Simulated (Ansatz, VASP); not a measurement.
This is a calculation of Ta2N for VASP 6.6.1.

INCAR

```
PREC     = Accurate       # precision mode
ENCUT    = 520            # plane-wave cutoff, eV
EDIFF    = 1E-6           # SCF threshold, eV
ISMEAR   = -1             # smearing method
SIGMA    = 0.05           # smearing width, eV
LREAL    = False          # projectors in reciprocal space
LASPH    = True           # aspherical terms in the spheres
NELM     = 100            # most SCF steps
ALGO     = Normal         # electronic algorithm
ISIF     = 2              # what is computed and relaxed
LWAVE    = False          # write WAVECAR
LCHARG   = False          # write CHGCAR
MAGMOM   = 0 0 0 0 0 0 0 0 0 # initial moments
LORBIT   = 11             # projections on sites
LSORBIT  = True           # spin-orbit coupling
GGA_COMPAT= False        
LMAXMIX  = 4              # l up to which the mixer works
METAGGA  = R2SCAN         # meta-GGA
LMIXTAU  = True         
NBANDS   = 40             # bands
```

Contents of KPOINTS:

```
regular mesh
0
Gamma
  7 7 5
```

POSCAR

```
Ta2N
1.0
    3.1128615060      0.0000000000      0.0000000000
   -1.5564307530      2.6958171426      0.0000000000
    0.0000000000      0.0000000000      4.8698410000
Ta N
2 1
Direct
    0.3333333333      0.6666666667      0.2547110000
    0.6666666667      0.3333333333      0.7452890000
    0.0000000000      0.0000000000      0.0000000000
```

Contents of KPOINTS_OPT:

```
path GMKGALHA,LM,KH
20
line-mode
reciprocal
 0.0000000000  0.0000000000  0.0000000000  G
 0.5000000000  0.0000000000  0.0000000000  M

 0.5000000000  0.0000000000  0.0000000000  M
 0.3333333333  0.3333333333  0.0000000000  K

 0.3333333333  0.3333333333  0.0000000000  K
 0.0000000000  0.0000000000  0.0000000000  G

 0.0000000000  0.0000000000  0.0000000000  G
 0.0000000000  0.0000000000  0.5000000000  A

 0.0000000000  0.0000000000  0.5000000000  A
 0.5000000000  0.0000000000  0.5000000000  L

 0.5000000000  0.0000000000  0.5000000000  L
 0.3333333333  0.3333333333  0.5000000000  H

 0.3333333333  0.3333333333  0.5000000000  H
 0.0000000000  0.0000000000  0.5000000000  A

 0.5000000000  0.0000000000  0.5000000000  L
 0.5000000000  0.0000000000  0.0000000000  M

 0.3333333333  0.3333333333  0.0000000000  K
 0.3333333333  0.3333333333  0.5000000000  H
```

Potentials or basis: VASP PAW PBE potentials, release 64 (Ta_pv, N).

The run is started by

```console
$ cat potpaw_PBE.64/Ta_pv/POTCAR potpaw_PBE.64/N/POTCAR > POTCAR
$ mpirun -np 1 vasp_ncl > vasp.out
```

Question: Translate it to Ansatz 0.2.0. Potentials there: Ansatz PAW.

Answer: As run (the cutoff follows the program's own potentials):

File input.yaml:

```yaml
crystal:
  lattice:
    - [3.112861506, 0.0, 0.0]
    - [-1.556430753, 2.6958171426, 0.0]
    - [0.0, 0.0, 4.869841]
  atoms:
    - { symbol: Ta, position: [0.3333333333, 0.6666666667, 0.254711] }
    - { symbol: Ta, position: [0.6666666667, 0.3333333333, 0.745289] }
    - { symbol: "N", position: [0.0, 0.0, 0.0] }
hamiltonian:
  xc: r2scan
  pseudopotentials: { kind: paw_fr }
magnetization:
  noncollinear: true
  spin_orbit: true
kpoints:
  mp_grid: { grid: [7, 7, 5] }
  band_path:
    path:
      - [[0.0, 0.0, 0.0], [0.5, 0.0, 0.0], [0.3333333333, 0.3333333333, 0.0], [0.0, 0.0, 0.0], [0.0, 0.0, 0.5], [0.5, 0.0, 0.5], [0.3333333333, 0.3333333333, 0.5], [0.0, 0.0, 0.5]]
      - [[0.5, 0.0, 0.5], [0.5, 0.0, 0.0]]
      - [[0.3333333333, 0.3333333333, 0.0], [0.3333333333, 0.3333333333, 0.5]]
    npoints: 14
scf:
  occupations: { method: fermi_dirac, width: 0.05 }
  n_extra_bands: 7
output:
  forces: true
  stress: true
  eigenvalues: true
  fatbands: true
```

Potentials or basis: Ansatz PAW.

Launch:

```bash
$ ansatz run input.yaml --threads 2 --pin off --max-ram 5632MiB --backend cpu --events-out ev --progress --plain --runs-dir out
```

Both were run:

|  | VASP | Ansatz | Ansatz less VASP |
| --- | --- | --- | --- |
| pressure (GPa) | -3.8 | -5.5 | -1.68 |
| traceless stress, the component that is largest in VASP (GPa) | 0.84 | 1.23 | +0.389 |
| rms of the force components (eV/Å) | 0.101 | 0.068 | -0.0328 |

VASP's potentials were made for PBE, not for r2SCAN. Atom by atom the forces differ by 0.033 eV/Å (rms over components). VASP's potentials hold 27 valence electrons a cell and Ansatz's 31, so a difference there can come from the potentials and not from the codes.
